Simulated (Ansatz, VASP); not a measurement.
# B5As2: VASP beside Ansatz

```
B As
1.0
     3.16530    0.00000    0.00000
    -1.58265    2.74123    0.00000
     0.00000    0.00000    8.59651
B As
5 2
Direct
  0.00000 0.00000 0.00000
  0.66667 0.33333 0.93760
  0.33333 0.66667 0.06240
  0.00000 0.00000 0.40166
  0.00000 0.00000 0.59834
  0.66667 0.33333 0.69522
  0.33333 0.66667 0.30478
```

Alike in both runs: functional PBE; k mesh 12 × 12 × 4; occupations gaussian, width 0.1 eV; no spin polarisation.

Ansatz relaxed the structure, and its values are those at the end. VASP's run is a single point on that final structure, the one shown.

|  | VASP | Ansatz |
| --- | --- | --- |
| version | VASP 6.6.1 | Ansatz 0.2.0 |
| potentials or method | VASP PAW PBE potentials, release 64 (B, As), cutoff 520 eV | scalar-relativistic, plane waves, PAW |
| valence electrons in the cell | 25 | 45 |

VASP gave:

```
gap on the k mesh at the Fermi level (eV) : none
pressure (GPa)                            : 0.6
rms of the force components (eV/Å)        : 0.026
```

Problem. Which values does Ansatz return?

Solution. gap on the k mesh at the Fermi level (eV): none; pressure (GPa): 0.0; rms of the force components (eV/Å): 0.002.

A gap of «none» marks a metal or a gap that the smearing closes. VASP's potentials hold 25 valence electrons a cell and Ansatz's 45, so a difference there can come from the potentials and not from the codes.
